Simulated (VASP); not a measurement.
Write the native input for VASP 6.6.1 that does the following.

| Property | Result |
| --- | --- |
| Task | single point |
| Functional | PBE |
| Dispersion | D4 |
| Potentials or basis | VASP PAW PBE potentials, release 64 (Hf_pv) |
| Cutoff | 500 eV |
| k mesh | 13 × 13 × 7 |
| Occupations | fermi-dirac, width 0.15 eV |
| Spin | no spin polarisation |
| Dipole correction | no |
| Further INCAR settings | ALGO = Normal; EDIFF = 1e-06; NBANDS = 17 |

The structure of Hf lies in POSCAR:

```
Hf
1.0
    3.1880579294      0.0000000000      0.0000000000
   -1.5940289647      2.7609391556      0.0000000000
    0.0000000000      0.0000000000      5.0579179870
Hf
2
Direct
    0.3333333333      0.6666666667      0.2500000000
    0.6666666667      0.3333333333      0.7500000000
```

One way to write it, as run:

INCAR

```
SYSTEM = Hf
  ALGO = Normal
  EDIFF = 1E-6
  ENCUT = 500
  GGA = PE
  GGA_COMPAT = .False.
  ISIF = 2
  ISMEAR = -1
  IVDW = 13
  LASPH = .True.
  LCHARG = .False.
  LREAL = .False.
  LWAVE = .False.
  NBANDS = 17
  NELM = 120
  PREC = Accurate
  SIGMA = 0.15
```

KPOINTS

```
k-points
0
Gamma
  13 13 7
  0 0 0
```

Potentials or basis: VASP PAW PBE potentials, release 64 (Hf_pv).

Command:

```console
$ cat potpaw_PBE.64/Hf_pv/POTCAR > POTCAR
$ mpirun -np 1 vasp_std > vasp.out
```

It gave:

* Pressure: -0.4 GPa
* Band gap on the k mesh: zero (bands 10 and 11 overlap by 1.58 eV)
* Dispersion energy per atom: -0.210 eV

Caveat: spin-orbit coupling is left out, which moves the levels of the heavy elements.

Run time: 22 s on 1 thread of Intel(R) Xeon(R) 6975P-C (Granite Rapids), on a shared host, peak memory 0.19 GiB.
